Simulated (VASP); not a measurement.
# KCl (I4/mmm) in VASP: notebook, part 2 of 2

VASP 6.6.1.

## (3) Single point, PBE (epitaxial xy strain +5.2%)

Contents of INCAR:

```
SYSTEM = KCl
  ALGO = Normal
  EDIFF = 1E-6
  ENCUT = 520
  GGA = PE
  ISIF = 2
  ISMEAR = -1
  LASPH = .True.
  LCHARG = .False.
  LREAL = .False.
  LWAVE = .False.
  NBANDS = 15
  NELM = 60
  PREC = Accurate
  SIGMA = 0.02
```

Contents of KPOINTS:

```
k-points
0
Gamma
  8 8 8
  0 0 0
```

Contents of POSCAR:

```
KCl
1.0
    0.0000000000      3.3099528590      3.1046155534
    3.3099528590      0.0000000000      3.1046155534
    3.3099528590      3.3099528590      0.0000000000
K Cl
1 1
Direct
    0.0000000000      0.0000000000      0.0000000000
    0.5000000000      0.5000000000      0.5000000000
```

Potentials or basis: VASP PAW PBE potentials, release 64 (K_sv, Cl).

The run is started by

```
$ cat potpaw_PBE.64/K_sv/POTCAR potpaw_PBE.64/Cl/POTCAR > POTCAR
$ mpirun -np 1 vasp_std > vasp.out
```

OUTCAR:

```text
SYSTEM = KCl
   EDIFF = 1E-6
   ENCUT = 520
   GGA = PE
   ISIF = 2
   ISMEAR = -1
   LASPH = .True.
   LREAL = .False.
   NELM = 60
   PREC = Accurate

 ion  position               nearest neighbor table
   1  0.000  0.000  0.000-   2 3.10   2 3.10
   2  0.500  0.500  0.500-   1 3.10   1 3.10

  LATTYP: Found a body centered tetragonal cell.
 ALAT       =     4.6809802240
 C/A-ratio  =     1.3264809526

  Lattice vectors:

 A1 = (   0.0000000000,  -3.3099528590,  -3.1046155534)
 A2 = (   0.0000000000,   3.3099528590,  -3.1046155534)
 A3 = (   3.3099528590,   0.0000000000,   3.1046155534)

Analysis of symmetry for initial positions (statically):
=====================================================================
 Subroutine PRICEL returns:
 Original cell was already a primitive cell.

 Routine SETGRP: Setting up the symmetry group for a
 body centered tetragonal supercell.

 Subroutine GETGRP returns: Found 16 space group operations
 (whereof 16 operations were pure point group operations)
 out of a pool of 16 trial point group operations.

The static configuration has the point symmetry D_4h.

[... 174 lines left out ...]
      6      -2.1757      2.00000
      7      -2.1757      2.00000
      8      -2.1531      2.00000
      9       2.7209      0.00000
     10       6.0367      0.00000
     11       6.0367      0.00000
     12       6.4056      0.00000
     13       6.8286      0.00000
     14       7.1527      0.00000
[... 401 lines left out ...]
      2     -14.3030      2.00000
      3     -13.0579      2.00000
      4     -13.0491      2.00000
      5     -12.9039      2.00000
      6      -2.8517      2.00000
      7      -2.4044      2.00000
      8      -2.3537      2.00000
      9       4.6645      0.00000
     10       5.6432      0.00000
     11       7.3667      0.00000
     12       7.7440      0.00000
     13       7.9080      0.00000
     14       8.1959      0.00000
     15       9.5648      0.00000

 [... further k-points ...]

------------------------ aborting loop because EDIFF is reached ----------------------------------------

  FORCE on cell =-STRESS in cart. coord.  units (eV):
  Direction    XX          YY          ZZ          XY          YZ          ZX
  --------------------------------------------------------------------------------------
  -------------------------------------------------------------------------------------
  Total       -0.4511839     -0.4511839      0.2870311      0.0000000      0.0000000      0.0000000
  in kB      -10.6263161    -10.6263161      6.7601775      0.0000000      0.0000000      0.0000000
  external PRESSURE =      -4.8308182 kB  Pullay stress =       0.0000000 kB

 VOLUME and BASIS-vectors are now :
 -----------------------------------------------------------------------------
  energy-cutoff  :      520.00
  volume of cell :       68.03
      direct lattice vectors                 reciprocal lattice vectors
     0.000000000  3.309952859  3.104615553    -0.151059553  0.151059553  0.161050536
     3.309952859  0.000000000  3.104615553     0.151059553 -0.151059553  0.161050536
     3.309952859  3.309952859  0.000000000     0.151059553  0.151059553 -0.161050536

 POSITION                                       TOTAL-FORCE (eV/Angst)
 -----------------------------------------------------------------------------------
      0.00000      0.00000      0.00000        -0.000000     -0.000000      0.000000
      3.30995      3.30995      3.10462         0.000000      0.000000      0.000000
 -----------------------------------------------------------------------------------
    total drift:                                0.000000      0.000000      0.000000

  FREE ENERGIE OF THE ION-ELECTRON SYSTEM (eV)
  ---------------------------------------------------
  free  energy   TOTEN  =        -6.7904531608 eV

  energy  without entropy=       -6.7904531608  energy(sigma->0) =       -6.79045316
```

Wall time 40 s (1 thread of AMD EPYC 9R45 (Zen 5), shared host); peak memory 0.2 GiB.

Results:

```
Free energy            : -6.7905 eV
Pressure               : -0.5 GPa
Band gap on the k mesh : 4.87 eV, direct
```

Stress tensor (GPa, compression positive):
```
-1.06  0.00  0.00
 0.00 -1.06  0.00
 0.00  0.00  0.68
```

Levels at points of the mesh, in eV from the valence-band top:
```
           k point  band 6  band 7  band 8  band 9  band 10  band 11
(0.00, 0.00, 0.00)   -0.02   -0.02    0.00    4.87     8.19     8.19
(0.50, 0.00, 0.00)   -0.93   -0.29   -0.28    7.31     8.21    10.17
(0.50, 0.50, 0.00)   -0.56   -0.26   -0.26    6.50     8.03     9.81
(0.50, 0.00, 0.50)   -0.64   -0.20   -0.19    6.61     7.90     9.40
```

Caveat: the cell differs from its parent crystal (epitaxial xy strain +5.2%). A k mesh can miss the band edges.

## (4) Single point, r2SCAN (uniaxial x strain +5.8%)

Contents of POSCAR:

```
KCl
1.0
    0.0000000000      3.1448483221      3.1448483221
    3.3275640096      0.0000000000      3.1448483221
    3.3275640096      3.1448483221      0.0000000000
K Cl
1 1
Direct
    0.0000000000      0.0000000000      0.0000000000
    0.5000000000      0.5000000000      0.5000000000
```

Contents of INCAR.step1:

```
SYSTEM = KCl
PREC     = Accurate       ! precision mode
ENCUT    = 520            ! plane-wave cutoff, eV
ISMEAR   = 0              ! smearing method
SIGMA    = 0.01           ! smearing width, eV
LREAL    = .False.        ! projectors in reciprocal space
LASPH    = .True.         ! aspherical terms in the spheres
NELM     = 80             ! most SCF steps
NBANDS   = 15             ! bands
GGA      = PE             ! functional
ALGO     = Normal         ! electronic algorithm
EDIFF    = 1E-4           ! SCF threshold, eV
LWAVE    = .True.         ! write WAVECAR
LCHARG   = .False.        ! write CHGCAR
```

Contents of INCAR.step2:

```
SYSTEM = KCl
PREC     = Accurate       ! precision mode
ENCUT    = 520            ! plane-wave cutoff, eV
EDIFF    = 1E-6           ! SCF threshold, eV
ISMEAR   = 0              ! smearing method
SIGMA    = 0.01           ! smearing width, eV
LREAL    = .False.        ! projectors in reciprocal space
LASPH    = .True.         ! aspherical terms in the spheres
NELM     = 80             ! most SCF steps
ALGO     = Normal         ! electronic algorithm
ISIF     = 2              ! what is computed and relaxed
LWAVE    = .False.        ! write WAVECAR
LCHARG   = .True.         ! write CHGCAR
METAGGA  = R2SCAN         ! meta-GGA
LMIXTAU  = .True.       
LELF     = .True.         ! ELF
LVHAR    = .True.       
NBANDS   = 15             ! bands
ISTART   = 1
```

Contents of KPOINTS:

```
regular mesh
0
Gamma
  8 8 8
  0 0 0
```

The run is started by

```
$ cat potpaw_PBE.64/K_sv/POTCAR potpaw_PBE.64/Cl/POTCAR > POTCAR
$ cp INCAR.step1 INCAR
$ mpirun -np 1 vasp_std > vasp.out
$ cp INCAR.step2 INCAR
$ mpirun -np 1 vasp_std > vasp.out
```

It took 3.1 min on 1 thread of AMD EPYC 9R45 (Zen 5), shared host; peak memory 0.21 GiB.

The run converged. Its results:

```yaml
Free_energy: -16.4845 eV
Pressure: -0.8 GPa
Band_gap_on_the_k_mesh: 5.62 eV, direct
```

Stress tensor (GPa, compression positive):
```
-1.81  0.00  0.00
 0.00 -0.30  0.00
 0.00  0.00 -0.30
```

Levels at points of the mesh, in eV from the valence-band top:
| k point | band 5 | band 6 | band 7 | band 8 | band 9 | band 10 | band 11 | band 12 |
| --- | --- | --- | --- | --- | --- | --- | --- | --- |
| (0.00, 0.00, 0.00) | -11.09 | -0.03 | 0.00 | 0.00 | 5.62 | 8.78 | 9.12 | 9.12 |
| (0.50, 0.00, 0.00) | -10.89 | -0.97 | -0.30 | -0.29 | 7.96 | 9.00 | 11.11 | 11.19 |
| (0.50, 0.50, 0.00) | -11.15 | -0.61 | -0.25 | -0.23 | 7.04 | 8.97 | 10.46 | 11.06 |
| (0.00, 0.50, 0.50) | -11.13 | -0.68 | -0.18 | -0.18 | 7.13 | 8.93 | 10.12 | 10.93 |

Caveat: the cell differs from its parent crystal (uniaxial x strain +5.8%); the PAW data sets were made with another functional, which shifts forces and pressure a little. A k mesh can miss the band edges.

## (5) Single point, r2SCAN (epitaxial xy strain +5.2%)

Contents of POSCAR:

```
KCl
1.0
    0.0000000000      3.3099528590      3.1046155534
    3.3099528590      0.0000000000      3.1046155534
    3.3099528590      3.3099528590      0.0000000000
K Cl
1 1
Direct
    0.0000000000      0.0000000000      0.0000000000
    0.5000000000      0.5000000000      0.5000000000
```

Contents of INCAR.step1:

```
ALGO = Normal
EDIFF = 1E-4
ENCUT = 520
GGA = PE
ISMEAR = 0
LASPH = True
LCHARG = False
LREAL = False
LWAVE = True
NBANDS = 15
NELM = 60
PREC = Accurate
SIGMA = 0.01
```

Contents of INCAR.step2:

```
ALGO = Normal
EDIFF = 1E-6
ENCUT = 520
ISIF = 2
ISMEAR = 0
ISTART = 1
LASPH = True
LCHARG = False
LMIXTAU = True
LREAL = False
LWAVE = False
METAGGA = R2SCAN
NBANDS = 15
NELM = 60
PREC = Accurate
SIGMA = 0.01
```

Contents of KPOINTS:

```
k-points
0
Gamma
  8 8 8
```

The run is started by

```
$ cat potpaw_PBE.64/K_sv/POTCAR potpaw_PBE.64/Cl/POTCAR > POTCAR
$ cp INCAR.step1 INCAR
$ mpirun -np 1 vasp_std > vasp.out
$ cp INCAR.step2 INCAR
$ mpirun -np 1 vasp_std > vasp.out
```

Wall time 3.1 min (1 thread of AMD EPYC 9R45 (Zen 5), shared host); peak memory 0.21 GiB.

It converged, with:

- Free energy: -16.4653 eV
- Pressure: -1.2 GPa
- Band gap on the k mesh: 5.50 eV, direct

Stress tensor (GPa, compression positive):
```
-1.82  0.00  0.00
 0.00 -1.82  0.00
 0.00  0.00  0.03
```

Levels at points of the mesh, in eV from the valence-band top:
```tsv
k point	band 6	band 7	band 8	band 9	band 10	band 11
(0.00, 0.00, 0.00)	-0.03	-0.03	0.00	5.50	8.85	8.85
(0.50, 0.00, 0.00)	-0.93	-0.28	-0.28	7.85	8.85	10.97
(0.50, 0.50, 0.00)	-0.57	-0.27	-0.27	7.00	8.88	10.40
(0.50, 0.00, 0.50)	-0.65	-0.21	-0.20	7.13	8.76	10.01
```

Caveat: the cell differs from its parent crystal (epitaxial xy strain +5.2%); the PAW data sets were made with another functional, which shifts forces and pressure a little. A k mesh can miss the band edges.

## (6) Summary

| level | cell | smearing | gap on the mesh (eV) | pressure (GPa) |
| --- | --- | --- | --- | --- |
| PBE | a = 4.447, b = 4.579, c = 4.579 Å, angles 58.1, 60.9, 60.9°, 2 atoms | fermi-dirac 0.02 eV | 4.99 | 0.0 |
| PBE | a = 4.538, b = 4.538, c = 4.681 Å, angles 59.0, 59.0, 62.1°, 2 atoms | fermi-dirac 0.02 eV | 4.87 | -0.5 |
| r2SCAN | a = 4.447, b = 4.579, c = 4.579 Å, angles 58.1, 60.9, 60.9°, 2 atoms | gaussian 0.01 eV | 5.62 | -0.8 |
| r2SCAN | a = 4.538, b = 4.538, c = 4.681 Å, angles 59.0, 59.0, 62.1°, 2 atoms | gaussian 0.01 eV | 5.50 | -1.2 |

Alike in all rows: task single point; potentials or basis VASP PAW PBE potentials, release 64 (K_sv, Cl); no spin polarisation; k mesh 8 × 8 × 8; cutoff (eV) 520.

Caveats: the PAW data sets were made with another functional, which shifts forces and pressure a little (some runs).

Total energies depend on the potentials used, so only differences within one code and one set of settings carry meaning.
